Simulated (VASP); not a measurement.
# VH (Fm-3m) in VASP: notebook

VH is run at these levels: r2SCAN; tasks: single point, relaxation of cell and atoms.

All numbers are computed with VASP 6.6.1; they aren't measurements. Logs are shortened: lines on timing, memory, paths and dates and some standing lists are left out, and cuts for length are marked.

## 1. The cell of the first run

Symmetry: Fm-3m, No. 225, cubic system. The conventional cell has a = 3.923 Å, b = 3.923 Å, c = 3.923 Å, α = 90.00°, β = 90.00°, γ = 90.00°. V (site symmetry m-3m) has 6 H at 1.96 Å within 2.6 Å. Within 2.6 Å of H (site symmetry m-3m) lie 6 V at 1.96 Å.

## 2. Single point, r2SCAN

Contents of POSCAR:

```
VH
1.0
    0.0000000000      1.9615387646      1.9615387646
    1.9615387646      0.0000000000      1.9615387646
    1.9615387646      1.9615387646      0.0000000000
V H
1 1
Direct
    0.0000000000      0.0000000000      0.0000000000
    0.5000000000      0.5000000000      0.5000000000
```

Contents of INCAR.step1:

```
SYSTEM = VH
PREC = Accurate
ENCUT = 520
ISMEAR = -1
SIGMA = 0.08
LREAL = .FALSE.
LASPH = .TRUE.
NELM = 60
NBANDS = 14
GGA = PE
ALGO = Normal
EDIFF = 1E-4
LWAVE = .TRUE.
LCHARG = .FALSE.
```

Contents of INCAR.step2:

```
SYSTEM = VH
PREC = Accurate
ENCUT = 520
EDIFF = 1E-6
ISMEAR = -1
SIGMA = 0.08
LREAL = .FALSE.
LASPH = .TRUE.
NELM = 60
ALGO = Normal
ISIF = 2
LWAVE = .FALSE.
LCHARG = .FALSE.
METAGGA = R2SCAN
LMIXTAU = .TRUE.
NBANDS = 14
ISTART = 1
```

Contents of KPOINTS:

```
Automatic mesh
0
G
  16 16 16
  0 0 0
```

Potentials or basis: VASP PAW PBE potentials, release 64 (V_sv, H).

Launch:

```bash
$ cat potpaw_PBE.64/V_sv/POTCAR potpaw_PBE.64/H/POTCAR > POTCAR
$ cp INCAR.step1 INCAR
$ mpirun -np 1 vasp_std > vasp.out
$ cp INCAR.step2 INCAR
$ mpirun -np 1 vasp_std > vasp.out
```

OUTCAR:

```text
SYSTEM = VH
   PREC = Accurate
   ENCUT = 520
   EDIFF = 1E-6
   ISMEAR = -1
   LREAL = .FALSE.
   LASPH = .TRUE.
   NELM = 60
   ISIF = 2
   METAGGA = R2SCAN
   ISTART = 1

 ion  position               nearest neighbor table
   1  0.000  0.000  0.000-
   2  0.500  0.500  0.500-

  LATTYP: Found a face centered cubic cell.
 ALAT       =     3.9230775292

  Lattice vectors:

 A1 = (   0.0000000000,   1.9615387646,   1.9615387646)
 A2 = (   1.9615387646,   0.0000000000,   1.9615387646)
 A3 = (   1.9615387646,   1.9615387646,   0.0000000000)

Analysis of symmetry for initial positions (statically):
=====================================================================
 Subroutine PRICEL returns:
 Original cell was already a primitive cell.

 Routine SETGRP: Setting up the symmetry group for a
 face centered cubic supercell.

 Subroutine GETGRP returns: Found 48 space group operations
 (whereof 48 operations were pure point group operations)
 out of a pool of 48 trial point group operations.

The static configuration has the point symmetry O_h .

Analysis of symmetry for dynamics (positions and initial velocities):
=====================================================================
 Subroutine PRICEL returns:
 Original cell was already a primitive cell.

 Routine SETGRP: Setting up the symmetry group for a
 face centered cubic supercell.

 Subroutine GETGRP returns: Found 48 space group operations
 (whereof 48 operations were pure point group operations)
 out of a pool of 48 trial point group operations.

The dynamic configuration has the point symmetry O_h .

 Subroutine INISYM returns: Found 48 space group operations
 (whereof 48 operations are pure point group operations),
 and found     1 'primitive' translations

----------------------------------------------------------------------------------------

                                     Primitive cell

  volume of cell :      15.0946

  direct lattice vectors                    reciprocal lattice vectors
     0.000000000  1.961538765  1.961538765    -0.254901921  0.254901921  0.254901921
     1.961538765  0.000000000  1.961538765     0.254901921 -0.254901921  0.254901921
     1.961538765  1.961538765  0.000000000     0.254901921  0.254901921 -0.254901921

  length of vectors
     2.774034724  2.774034724  2.774034724     0.441503079  0.441503079  0.441503079

  position of ions in fractional coordinates (direct lattice)
     0.000000000  0.000000000  0.000000000
     0.500000000  0.500000000  0.500000000

  ion indices of the primitive-cell ions
[... 86 lines left out ...]
   NELECT =      14.0000    total number of electrons
   NUPDOWN=      -1.0000    fix difference up-down
   EMIN   =  10.00;   EMAX   =-10.00  energy-range for DOS
   EFERMI =   0.00;   METHOD = LEGACY
   ISMEAR =    -1;   SIGMA  =   0.08  broadening in eV -4-tet -1-fermi 0-gaus
   EFERMI_NEDOS =   21; number of points for ismear=-14 and -15
   IALGO  =     38    algorithm
   IMIX   =      4    mixing-type and parameters
     AMIX     =   0.40;   BMIX     =  1.00
     AMIX_MAG =   1.60;   BMIX_MAG =  1.00
  volume/ion in A,a.u.               =       7.55        50.93
  Fermi-wavevector in a.u.,A,eV,Ry     =   1.596531  3.017006 34.680031  2.548910
  Thomas-Fermi vector in A             =   2.694279
   LORBIT       =      0    0 simple, 1 ext, 2 COOP (PROOUT), +10 PAW based schemes
   METAGGA = R2SCAN    functional components
   LHFCALC =     F    Hartree Fock is set to
   AEXX    =    0.0000 exact exchange contribution
   IVDW    =     0    specifies the selected vdW correction
   LEPSILON=     F    determine dielectric tensor
   LRPA    =     F    only Hartree local field effects (RPA)
 non-spin polarized calculation
  energy-cutoff  :      520.00
  volume of cell :       15.09
 maximum number of plane-waves:       419
 NGX is ok and might be reduce to    24
   NGX = 11   NGY = 11   NGZ = 11

 number of electron      14.0000004 magnetization

 Free energy of the ion-electron system (eV)
  ---------------------------------------------------
  ext. energy  EPLUGINS =         0.00000000
  ---------------------------------------------------
  free energy    TOTEN  =       -17.98490714 eV

  energy without entropy =      -17.95380074  energy(sigma->0) =      -17.96935394

 E-fermi :  10.0354     XC(G=0): -14.0960

 val. band max:       10.0199593936   @ k =   0.4375   0.1250   0.0625
 cond. band min:      10.0356998579   @ k =   0.1250   0.0000   0.0000
 fundamental gap:      0.0157404643
 Fermi energy:        10.0354178598

 k-point     1 :       0.0000    0.0000    0.0000
  band No.  band energies     occupation
      1     -56.7770      2.00000
      2     -29.1225      2.00000
      3     -29.1225      2.00000
      4     -29.1225      2.00000
      5      -1.2654      2.00000
      6       9.8706      1.77404
      7       9.8706      1.77404
      8       9.8706      1.77403
      9      11.7154      0.00000
     10      11.7154      0.00000
     11      23.1663      0.00000
     12      26.9091      0.00000
     13      29.2323      0.00000
     14      29.2323      0.00000
[... 377 lines left out ...]
      1     -56.7642      2.00000
      2     -29.1902      2.00000
      3     -29.1413      2.00000
      4     -29.1266      2.00000
      5      -0.9241      2.00000
      6       9.6395      1.98592
      7       9.9892      1.28115
      8       9.9939      1.25409
      9      11.5141      0.00000
     10      11.7119      0.00000
     11      21.7602      0.00000
     12      26.9838      0.00000
     13      28.9946      0.00000
     14      29.8368      0.00000

 [... further k-points ...]

------------------------ aborting loop because EDIFF is reached ----------------------------------------

  FORCE on cell =-STRESS in cart. coord.  units (eV):
  Direction    XX          YY          ZZ          XY          YZ          ZX
  --------------------------------------------------------------------------------------
  -------------------------------------------------------------------------------------
  Total        0.0652702      0.0652702      0.0652702      0.0000000     -0.0000000      0.0000000
  in kB        6.9279563      6.9279563      6.9279563      0.0000000     -0.0000000      0.0000000
  external PRESSURE =       6.9279563 kB  Pullay stress =       0.0000000 kB

 VOLUME and BASIS-vectors are now :
 -----------------------------------------------------------------------------
  energy-cutoff  :      520.00
  volume of cell :       15.09
      direct lattice vectors                 reciprocal lattice vectors
     0.000000000  1.961538765  1.961538765    -0.254901921  0.254901921  0.254901921
     1.961538765  0.000000000  1.961538765     0.254901921 -0.254901921  0.254901921
     1.961538765  1.961538765  0.000000000     0.254901921  0.254901921 -0.254901921

 POSITION                                       TOTAL-FORCE (eV/Angst)
 -----------------------------------------------------------------------------------
      0.00000      0.00000      0.00000         0.000000      0.000000      0.000000
      1.96154      1.96154      1.96154        -0.000000     -0.000000     -0.000000
 -----------------------------------------------------------------------------------
    total drift:                                0.000000     -0.000000     -0.000000

  FREE ENERGIE OF THE ION-ELECTRON SYSTEM (eV)
  ---------------------------------------------------
  free  energy   TOTEN  =       -17.9849071404 eV

  energy  without entropy=      -17.9538007385  energy(sigma->0) =      -17.96935394
```

OUTCAR.step1:

```text
SYSTEM = VH
   PREC = Accurate
   ENCUT = 520
   ISMEAR = -1
   LREAL = .FALSE.
   LASPH = .TRUE.
[... 629 lines left out ...]
      0.00000      0.00000      0.00000        -0.000000     -0.000000     -0.000000
      1.96154      1.96154      1.96154         0.000000      0.000000      0.000000
 -----------------------------------------------------------------------------------
    total drift:                                0.000000     -0.000000     -0.000000

  FREE ENERGIE OF THE ION-ELECTRON SYSTEM (eV)
  ---------------------------------------------------
  free  energy   TOTEN  =       -12.7089783810 eV

  energy  without entropy=      -12.6749181856  energy(sigma->0) =      -12.69194828
```

It took 2.6 min on 1 thread of Intel Xeon 8259CL, shared host; peak memory 0.17 GiB.

Results:

```
Free energy            : -17.9849 eV
Pressure               : 0.7 GPa
Band gap on the k mesh : zero (bands 7 and 8 overlap by 1.97 eV)
```

Levels at points of the mesh, in eV from the Fermi level:
```
           k point  band 3  band 4  band 5  band 6  band 7  band 8  band 9  band 10  band 11  band 12
(0.00, 0.00, 0.00)  -39.16  -39.16  -11.30   -0.16   -0.16   -0.16    1.68     1.68    13.13    16.87
(0.50, 0.00, 0.00)  -39.24  -39.24   -5.99   -4.18   -0.42   -0.42    2.70     2.70     7.58    10.81
(0.50, 0.50, 0.00)  -39.40  -39.40   -8.08   -2.96    1.54    2.80    2.97     2.97     7.00    11.28
```

Caveat: the PAW data sets were made with another functional, which shifts forces and pressure a little.

## 3. Relaxation of cell and atoms, r2SCAN

This run uses another cell than the first one, of 7.57 Å³/atom.

Contents of POSCAR:

```
VH
1.0
    0.0000000000      1.9637535800      1.9637535800
    1.9637535800      0.0000000000      1.9637535800
    1.9637535800      1.9637535800      0.0000000000
V H
1 1
Direct
    0.0000000000      0.0000000000      0.0000000000
    0.5000000000      0.5000000000      0.5000000000
```

Contents of INCAR.step1:

```
PREC = Accurate
ENCUT = 600
ISMEAR = -1
SIGMA = 0.08
LREAL = F
LASPH = T
NELM = 100
GGA = PE
ALGO = Normal
EDIFF = 1E-4
LWAVE = T
LCHARG = F
```

Contents of INCAR.step2:

```
PREC = Accurate
ENCUT = 600
EDIFF = 1E-6
ISMEAR = -1
SIGMA = 0.08
LREAL = F
LASPH = T
NELM = 100
ALGO = Normal
ISIF = 3
LWAVE = F
LCHARG = F
METAGGA = R2SCAN
LMIXTAU = T
IBRION = 2
NSW = 100
EDIFFG = -0.002
ISTART = 1
```

Contents of KPOINTS:

```
Automatic mesh
0
Gamma
  16 16 16
```

Potentials or basis: VASP PAW PBE potentials, release 64 (V_sv, H).

Launch:

```bash
$ cat potpaw_PBE.64/V_sv/POTCAR potpaw_PBE.64/H/POTCAR > POTCAR
$ cp INCAR.step1 INCAR
$ mpirun -np 1 vasp_std > vasp.out
$ cp INCAR.step2 INCAR
$ mpirun -np 1 vasp_std > vasp.out
```

OUTCAR:

```text
PREC = Accurate
   ENCUT = 600
   EDIFF = 1E-6
   ISMEAR = -1
   LREAL = F
   LASPH = T
   NELM = 100
   ISIF = 3
   METAGGA = R2SCAN
   IBRION = 2
   NSW = 100
   EDIFFG = -0.002
   ISTART = 1

 ion  position               nearest neighbor table
   1  0.000  0.000  0.000-
   2  0.500  0.500  0.500-

  LATTYP: Found a face centered cubic cell.
 ALAT       =     3.9275071600

  Lattice vectors:

[... 524 lines left out ...]
------------------------ aborting loop because EDIFF is reached ----------------------------------------

  FORCE on cell =-STRESS in cart. coord.  units (eV):
  Direction    XX          YY          ZZ          XY          YZ          ZX
  --------------------------------------------------------------------------------------
  -------------------------------------------------------------------------------------
  Total       -0.0031857     -0.0031857     -0.0031857      0.0000000      0.0000000     -0.0000000
  in kB       -0.3369932     -0.3369932     -0.3369932      0.0000000      0.0000000     -0.0000000
  external PRESSURE =      -0.3369932 kB  Pullay stress =       0.0000000 kB

 VOLUME and BASIS-vectors are now :
 -----------------------------------------------------------------------------
  energy-cutoff  :      600.00
  volume of cell :       15.15
      direct lattice vectors                 reciprocal lattice vectors
     0.000000000  1.963753580  1.963753580    -0.254614431  0.254614431  0.254614431
     1.963753580  0.000000000  1.963753580     0.254614431 -0.254614431  0.254614431
     1.963753580  1.963753580  0.000000000     0.254614431  0.254614431 -0.254614431

 POSITION                                       TOTAL-FORCE (eV/Angst)
 -----------------------------------------------------------------------------------
      0.00000      0.00000      0.00000        -0.000000      0.000000     -0.000000
      1.96375      1.96375      1.96375         0.000000      0.000000      0.000000
 -----------------------------------------------------------------------------------
    total drift:                                0.000000     -0.000000     -0.000000

  FREE ENERGIE OF THE ION-ELECTRON SYSTEM (eV)
  ---------------------------------------------------
  free  energy   TOTEN  =       -17.9856366725 eV

  energy  without entropy=      -17.9544596076  energy(sigma->0) =      -17.97004814

 reached required accuracy - stopping structural energy minimisation
```

OUTCAR.step1:

```text
PREC = Accurate
   ENCUT = 600
   ISMEAR = -1
   LREAL = F
   LASPH = T
   NELM = 100
[... 555 lines left out ...]
 -----------------------------------------------------------------------------------
      0.00000      0.00000      0.00000         0.000000     -0.000000     -0.000000
      1.96375      1.96375      1.96375         0.000000      0.000000      0.000000
 -----------------------------------------------------------------------------------
    total drift:                                0.000000     -0.000000     -0.000000

  FREE ENERGIE OF THE ION-ELECTRON SYSTEM (eV)
  ---------------------------------------------------
  free  energy   TOTEN  =       -12.7104926917 eV

  energy  without entropy=      -12.6763568542  energy(sigma->0) =      -12.69342477
```

OSZICAR.step1:

```text
N       E                     dE             d eps       ncg     rms          rms(c)
DAV:   1     0.104641287954E+03    0.10464E+03   -0.85218E+03  3190   0.159E+03
DAV:   2    -0.126268443185E+02   -0.11727E+03   -0.11427E+03  3247   0.394E+02
DAV:   3    -0.146732963040E+02   -0.20465E+01   -0.20175E+01  3630   0.601E+01
DAV:   4    -0.146855957452E+02   -0.12299E-01   -0.12297E-01  3277   0.497E+00
DAV:   5    -0.146857249051E+02   -0.12916E-03   -0.12916E-03  3514   0.505E-01    0.216E+01
DAV:   6    -0.127483026175E+02    0.19374E+01   -0.70528E+00  3349   0.402E+01    0.228E+00
DAV:   7    -0.127212636132E+02    0.27039E-01   -0.16177E-01  3259   0.552E+00    0.188E+00
DAV:   8    -0.127103975105E+02    0.10866E-01   -0.12211E-02  3430   0.160E+00    0.355E-01
DAV:   9    -0.127105254823E+02   -0.12797E-03   -0.76194E-04  3202   0.435E-01    0.104E-01
DAV:  10    -0.127104926917E+02    0.32791E-04   -0.92386E-05  1835   0.120E-01
   1 F= -.12710493E+02 E0= -.12693425E+02  d E =-.341358E-01
```

Run time: 2.4 min. Hardware: 1 thread of Intel Xeon 8259CL, shared host; peak memory 0.17 GiB.

What came out:

```
Free energy             : -17.9856 eV
Pressure after relaxing : 0.0 GPa
Band gap on the k mesh  : zero (bands 7 and 8 overlap by 1.95 eV)
```

Final structure:
```xyz
2
Lattice="0.0000 1.9638 1.9638 1.9638 0.0000 1.9638 1.9638 1.9638 0.0000" Properties=species:S:1:pos:R:3 pbc="T T T"
V     0.0000    0.0000    0.0000
H     1.9638    1.9638    1.9638
```

Caveat: the relaxation stopped at its first step, so nothing moved; the PAW data sets were made with another functional, which shifts forces and pressure a little.
